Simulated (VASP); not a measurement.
# Ca (Fd-3m) in VASP: a series of runs

Runs on Ca. Level: LDA. Tasks: single point.

All numbers are computed with VASP 6.6.1; they aren't measurements. Logs are shortened: lines on timing, memory, paths and dates and some standing lists are left out, and cuts for length are marked.

## (1) The cell of the first run

Symmetry: Fd-3m, No. 227, cubic system. The conventional cell has a = 8.129 Å, b = 8.129 Å, c = 8.129 Å, α = 90.00°, β = 90.00°, γ = 90.00°. Ca (site symmetry -43m) has 4 Ca at 3.52 Å within 4.6 Å.

This isn't the form of Ca at room conditions, which is fcc.

## (2) Single point, LDA (67.14 Å³/atom)

Input file INCAR:

```
PREC = Accurate
ENCUT = 520
EDIFF = 1E-6
ISMEAR = -1
SIGMA = 0.1
LREAL = False
LASPH = True
NELM = 60
ALGO = Normal
ISIF = 2
LWAVE = False
LCHARG = False
NBANDS = 17
```

Input file KPOINTS:

```
Automatic mesh
0
Gamma
  8 8 8
```

Input file POSCAR:

```
Ca
1.0
    0.0000000000      4.0643166167      4.0643166167
    4.0643166167      0.0000000000      4.0643166167
    4.0643166167      4.0643166167      0.0000000000
Ca
2
Direct
    0.1250000000      0.1250000000      0.1250000000
    0.8750000000      0.8750000000      0.8750000000
```

Potentials or basis: VASP PAW LDA potentials, release 64 (Ca_sv).

Launch:

```
cat potpaw_LDA.64/Ca_sv/POTCAR > POTCAR
mpirun -np 1 vasp_std > vasp.out
```

OUTCAR:

```text
PREC = Accurate
   ENCUT = 520
   EDIFF = 1E-6
   ISMEAR = -1
   LREAL = False
   LASPH = True
   NELM = 60
   ISIF = 2

 ion  position               nearest neighbor table
   1  0.125  0.125  0.125-
   2  0.875  0.875  0.875-

  LATTYP: Found a face centered cubic cell.
 ALAT       =     8.1286332334

  Lattice vectors:

 A1 = (   0.0000000000,   4.0643166167,   4.0643166167)
 A2 = (   4.0643166167,   0.0000000000,   4.0643166167)
 A3 = (   4.0643166167,   4.0643166167,   0.0000000000)

Analysis of symmetry for initial positions (statically):
=====================================================================
 Subroutine PRICEL returns:
 Original cell was already a primitive cell.

 Routine SETGRP: Setting up the symmetry group for a
 face centered cubic supercell.

 Subroutine GETGRP returns: Found 48 space group operations
 (whereof 12 operations were pure point group operations)
 out of a pool of 48 trial point group operations.

The static configuration has the point symmetry D_3d.
 The point group associated with its full space group is O_h .

Analysis of symmetry for dynamics (positions and initial velocities):
=====================================================================
 Subroutine PRICEL returns:
 Original cell was already a primitive cell.

 Routine SETGRP: Setting up the symmetry group for a
 face centered cubic supercell.

 Subroutine GETGRP returns: Found 48 space group operations
 (whereof 12 operations were pure point group operations)
 out of a pool of 48 trial point group operations.

The dynamic configuration has the point symmetry D_3d.
 The point group associated with its full space group is O_h .

 Subroutine INISYM returns: Found 48 space group operations
 (whereof 12 operations are pure point group operations),
 and found     1 'primitive' translations

----------------------------------------------------------------------------------------

                                     Primitive cell

  volume of cell :     134.2742

  direct lattice vectors                    reciprocal lattice vectors
     0.000000000  4.064316617  4.064316617    -0.123021912  0.123021912  0.123021912
     4.064316617  0.000000000  4.064316617     0.123021912 -0.123021912  0.123021912
     4.064316617  4.064316617  0.000000000     0.123021912  0.123021912 -0.123021912

  length of vectors
     5.747811681  5.747811681  5.747811681     0.213080202  0.213080202  0.213080202

  position of ions in fractional coordinates (direct lattice)
     0.125000000  0.125000000  0.125000000
     0.875000000  0.875000000  0.875000000

  ion indices of the primitive-cell ions
   primitive index   ion index
                 1           1
                 2           2

----------------------------------------------------------------------------------------

 KPOINTS: Automatic mesh

Automatic generation of k-mesh.
 Grid dimensions read from file:
 generate k-points for:    8    8    8

 Generating k-lattice:

  Cartesian coordinates                     Fractional coordinates (reciprocal lattice)
    -0.015377739  0.015377739  0.015377739     0.125000000  0.000000000  0.000000000
     0.015377739 -0.015377739  0.015377739     0.000000000  0.125000000  0.000000000
     0.015377739  0.015377739 -0.015377739     0.000000000  0.000000000  0.125000000

  Length of vectors
     0.026635025  0.026635025  0.026635025

  Shift w.r.t. Gamma in fractional coordinates (k-lattice)
     0.000000000  0.000000000  0.000000000

 Subroutine IBZKPT returns following result:
 ===========================================

 Found     29 irreducible k-points:

 Following reciprocal coordinates:
            Coordinates               Weight
  0.000000  0.000000  0.000000      1.000000
  0.125000  0.000000  0.000000      8.000000
  0.250000  0.000000  0.000000      8.000000
  0.375000  0.000000  0.000000      8.000000
  0.500000  0.000000  0.000000      4.000000
  0.125000  0.125000  0.000000      6.000000
[... 16 lines left out ...]
  0.500000  0.250000  0.125000     48.000000
 -0.375000  0.250000  0.125000     24.000000
 [... further k-points ...]
   k-points           NKPTS =     29   k-points in BZ     NKDIM =     29   number of bands    NBANDS=     17
   number of dos      NEDOS =    301   number of ions     NIONS =      2
   total plane-waves  NPLWV = 110592
   dimension x,y,z NGX =    48 NGY =   48 NGZ =   48
   dimension x,y,z NGXF=    96 NGYF=   96 NGZF=   96
   ions per type =               2
   NGX,Y,Z   is equivalent  to a cutoff of  13.88, 13.88, 13.88 a.u.
   NGXF,Y,Z  is equivalent  to a cutoff of  27.77, 27.77, 27.77 a.u.
 SYSTEM =  unknown system
   PREC   = accura    normal or accurate (medium, high low for compatibility)
   ISTART =      0    job   : 0-new  1-cont  2-samecut
   ICHARG =      2    charge: 1-file 2-atom 10-const
   ISPIN  =      1    spin polarized calculation?
   LNONCOLLINEAR =      F non collinear calculations
   LSORBIT =      F    spin-orbit coupling
   LASPH  =      T    aspherical Exc in radial PAW
   ENCUT  =  520.0 eV  38.22 Ry    6.18 a.u.  10.69 10.69 10.69*2*pi/ulx,y,z
   NELM   =     60;   NELMIN=  2; NELMDL= -5     # of ELM steps
   EDIFF  = 0.1E-05   stopping-criterion for ELM
   LREAL  =      F    real-space projection
   EDIFFG = 0.1E-04   stopping-criterion for IOM
   NSW    =      0    number of steps for IOM
   IBRION =     -1    ionic relax: 0-MD 1-quasi-New 2-CG
   NFREE  =      0    steps in history (QN), initial steepest desc. (CG)
   ISIF   =      2    stress and relaxation
   ISYM   =      2    0-nonsym 1-usesym 2-fastsym
   POTIM  = 0.5000    time-step for ionic-motion
   TEBEG  =    0.0;   TEEND  =   0.0 temperature during run
   PSTRESS=    0.0 pullay stress
   NELECT =      20.0000    total number of electrons
   NUPDOWN=      -1.0000    fix difference up-down
   EMIN   =  10.00;   EMAX   =-10.00  energy-range for DOS
   EFERMI =   0.00;   METHOD = LEGACY
   ISMEAR =    -1;   SIGMA  =   0.10  broadening in eV -4-tet -1-fermi 0-gaus
   EFERMI_NEDOS =   21; number of points for ismear=-14 and -15
   IALGO  =     38    algorithm
   IMIX   =      4    mixing-type and parameters
     AMIX     =   0.40;   BMIX     =  1.00
     AMIX_MAG =   1.60;   BMIX_MAG =  1.00
  volume/ion in A,a.u.               =      67.14       453.06
  Fermi-wavevector in a.u.,A,eV,Ry     =   0.867802  1.639908 10.246279  0.753080
  Thomas-Fermi vector in A             =   1.986389
   LORBIT       =      0    0 simple, 1 ext, 2 COOP (PROOUT), +10 PAW based schemes
   GGA     = CA    functional components
   LHFCALC =     F    Hartree Fock is set to
   AEXX    =    0.0000 exact exchange contribution
   IVDW    =     0    specifies the selected vdW correction
   LEPSILON=     F    determine dielectric tensor
   LRPA    =     F    only Hartree local field effects (RPA)
 non-spin polarized calculation
  energy-cutoff  :      520.00
  volume of cell :      134.27
 maximum number of plane-waves:      3695
 NGX is ok and might be reduce to    48
   NGX = 21   NGY = 21   NGZ = 21

 number of electron      19.9999999 magnetization

 Free energy of the ion-electron system (eV)
  ---------------------------------------------------
  ext. energy  EPLUGINS =         0.00000000
  ---------------------------------------------------
  free energy    TOTEN  =        -2.19577444 eV

  energy without entropy =       -2.07344701  energy(sigma->0) =       -2.13461073

 E-fermi :   0.1468     XC(G=0):  -6.4207

 val. band max:        0.0848337351   @ k =  -0.3750   0.3750   0.1250
 cond. band min:       0.1562604671   @ k =   0.5000   0.3750   0.0000
 fundamental gap:      0.0714267320
 Fermi energy:         0.1467593787

 k-point     1 :       0.0000    0.0000    0.0000
  band No.  band energies     occupation
      1     -42.2945      2.00000
      2     -42.2581      2.00000
      3     -23.6011      2.00000
      4     -23.6011      2.00000
      5     -23.6011      2.00000
      6     -23.4932      2.00000
[... 9 lines left out ...]
     16       1.6629      0.00000
     17       1.6629      0.00000

 k-point     2 :       0.1250    0.0000    0.0000
  band No.  band energies     occupation
      1     -42.2935      2.00000
      2     -42.2592      2.00000
      3     -23.6028      2.00000
      4     -23.6028      2.00000
      5     -23.6004      2.00000
      6     -23.4941      2.00000
[... 9 lines left out ...]
     16       1.6678      0.00000
     17       1.6678      0.00000

 k-point     3 :       0.2500    0.0000    0.0000
  band No.  band energies     occupation
      1     -42.2907      2.00000
      2     -42.2619      2.00000
      3     -23.6066      2.00000
      4     -23.6066      2.00000
      5     -23.5987      2.00000
      6     -23.4965      2.00000
[... 9 lines left out ...]
     16       1.7367      0.00000
     17       1.7367      0.00000

 k-point     4 :       0.3750    0.0000    0.0000
  band No.  band energies     occupation
      1     -42.2873      2.00000
      2     -42.2654      2.00000
      3     -23.6102      2.00000
      4     -23.6102      2.00000
      5     -23.5969      2.00000
      6     -23.4989      2.00000
[... 9 lines left out ...]
     16       1.9219      0.00000
     17       1.9219      0.00000
[... 343 lines left out ...]
      1     -42.2882      2.00000
      2     -42.2644      2.00000
      3     -23.6150      2.00000
      4     -23.6110      2.00000
      5     -23.5867      2.00000
      6     -23.5086      2.00000
[... 9 lines left out ...]
     16       1.6900      0.00000
     17       1.8390      0.00000

 k-point    23 :       0.5000    0.2500    0.1250
  band No.  band energies     occupation
      1     -42.2847      2.00000
      2     -42.2679      2.00000
      3     -23.6196      2.00000
      4     -23.6142      2.00000
      5     -23.5799      2.00000
      6     -23.5157      2.00000
[... 9 lines left out ...]
     16       1.7750      0.00000
     17       2.0906      0.00000

 k-point    24 :      -0.3750    0.2500    0.1250
  band No.  band energies     occupation
      1     -42.2828      2.00000
      2     -42.2699      2.00000
      3     -23.6212      2.00000
      4     -23.6157      2.00000
      5     -23.5766      2.00000
      6     -23.5190      2.00000
[... 9 lines left out ...]
     16       1.8934      0.00000
     17       2.1188      0.00000

 [... further k-points ...]

------------------------ aborting loop because EDIFF is reached ----------------------------------------

  FORCE on cell =-STRESS in cart. coord.  units (eV):
  Direction    XX          YY          ZZ          XY          YZ          ZX
  --------------------------------------------------------------------------------------
  -------------------------------------------------------------------------------------
  Total        0.1653802      0.1653802      0.1653802      0.0000000     -0.0000000     -0.0000000
  in kB        1.9733385      1.9733385      1.9733385      0.0000000     -0.0000000     -0.0000000
  external PRESSURE =       1.9733385 kB  Pullay stress =       0.0000000 kB

 VOLUME and BASIS-vectors are now :
 -----------------------------------------------------------------------------
  energy-cutoff  :      520.00
  volume of cell :      134.27
      direct lattice vectors                 reciprocal lattice vectors
     0.000000000  4.064316617  4.064316617    -0.123021912  0.123021912  0.123021912
     4.064316617  0.000000000  4.064316617     0.123021912 -0.123021912  0.123021912
     4.064316617  4.064316617  0.000000000     0.123021912  0.123021912 -0.123021912

 POSITION                                       TOTAL-FORCE (eV/Angst)
 -----------------------------------------------------------------------------------
      1.01608      1.01608      1.01608         0.000000      0.000000      0.000000
      7.11255      7.11255      7.11255        -0.000000     -0.000000     -0.000000
 -----------------------------------------------------------------------------------
    total drift:                                0.000000      0.000000      0.000000

  FREE ENERGIE OF THE ION-ELECTRON SYSTEM (eV)
  ---------------------------------------------------
  free  energy   TOTEN  =        -2.1957744431 eV

  energy  without entropy=       -2.0734470093  energy(sigma->0) =       -2.13461073
```

Run time: 2.1 min. Hardware: 1 thread of Intel Xeon 8259CL, shared host; peak memory 0.27 GiB.

Results:

```yaml
Free_energy: -2.1958 eV
Pressure: 0.2 GPa
Band_gap_on_the_k_mesh: zero (bands 10 and 11 overlap by 0.87 eV)
```

Levels at points of the mesh, in eV from the Fermi level:
```tsv
k point	band 8	band 9	band 10	band 11	band 12	band 13
(0.00, 0.00, 0.00)	-23.64	-3.17	0.67	0.67	0.67	0.81
(0.50, 0.00, 0.00)	-23.63	-1.88	-0.85	0.69	0.69	0.73
(0.50, 0.50, 0.00)	-23.62	-0.98	-0.98	0.12	0.12	0.92
```

## (3) Single point, LDA (69.93 Å³/atom)

This run uses another cell than the first one, of 69.93 Å³/atom.

Input file INCAR:

```
ALGO = Normal ; EDIFF = 1E-7
ENCUT = 520 ; ISIF = 2
ISMEAR = -1 ; LASPH = T
LCHARG = F ; LREAL = F
LWAVE = F ; NBANDS = 17
NELM = 60 ; PREC = Accurate
SIGMA = 0.1
```

Input file KPOINTS:

```
k-points
0
Gamma
  8 8 8
```

Input file POSCAR:

```
Ca
1.0
    0.0000000000      4.1199991061      4.1199991061
    4.1199991061      0.0000000000      4.1199991061
    4.1199991061      4.1199991061      0.0000000000
Ca
2
Direct
    0.1250000000      0.1250000000      0.1250000000
    0.8750000000      0.8750000000      0.8750000000
```

Potentials or basis: VASP PAW LDA potentials, release 64 (Ca_sv).

Launch:

```
cat potpaw_LDA.64/Ca_sv/POTCAR > POTCAR
mpirun -np 1 vasp_std > vasp.out
```

Wall time 2 min (1 thread of Intel Xeon 8259CL, shared host); peak memory 0.27 GiB.

It converged, with:

```
Free energy            : -2.1999 eV
Pressure               : 0.0 GPa
Band gap on the k mesh : zero (bands 10 and 11 overlap by 0.83 eV)
```

Levels at points of the mesh, in eV from the Fermi level:
```tsv
k point	band 8	band 9	band 10	band 11	band 12	band 13
(0.00, 0.00, 0.00)	-23.70	-3.13	0.65	0.65	0.65	0.81
(0.50, 0.00, 0.00)	-23.69	-1.89	-0.85	0.69	0.69	0.71
(0.50, 0.50, 0.00)	-23.68	-1.00	-1.00	0.14	0.14	0.88
```

## (4) Single point, LDA (72.73 Å³/atom)

This run uses another cell than the first one, of 72.73 Å³/atom.

Input file INCAR:

```
ALGO = Normal
EDIFF = 1E-6
ENCUT = 520
GGA = CA
ISIF = 2
ISMEAR = -1
LASPH = True
LCHARG = True
LELF = True
LREAL = False
LVHAR = True
LWAVE = False
NBANDS = 17
NELM = 80
PREC = Accurate
SIGMA = 0.1
```

KPOINTS is that of step 3.

Input file POSCAR:

```
Ca
1.0
    0.0000000000      4.1742158381      4.1742158381
    4.1742158381      0.0000000000      4.1742158381
    4.1742158381      4.1742158381      0.0000000000
Ca
2
Direct
    0.1250000000      0.1250000000      0.1250000000
    0.8750000000      0.8750000000      0.8750000000
```

Launch:

```
cat potpaw_LDA.64/Ca_sv/POTCAR > POTCAR
mpirun -np 1 vasp_std > vasp.out
```

It took 1.8 min on 1 thread of Intel Xeon 8259CL, shared host; peak memory 0.27 GiB.

Results (log left out):

* Free energy: -2.1977 eV
* Pressure: -0.2 GPa
* Band gap on the k mesh: zero (bands 10 and 11 overlap by 0.79 eV)

Levels at points of the mesh, in eV from the Fermi level:
```
           k point  band 8  band 9  band 10  band 11  band 12  band 13
(0.00, 0.00, 0.00)  -23.76   -3.08     0.63     0.63     0.63     0.81
(0.50, 0.00, 0.00)  -23.75   -1.89    -0.84     0.69     0.69     0.70
(0.50, 0.50, 0.00)  -23.74   -1.03    -1.03     0.16     0.16     0.84
```

(Continued in part 2 of 2.)
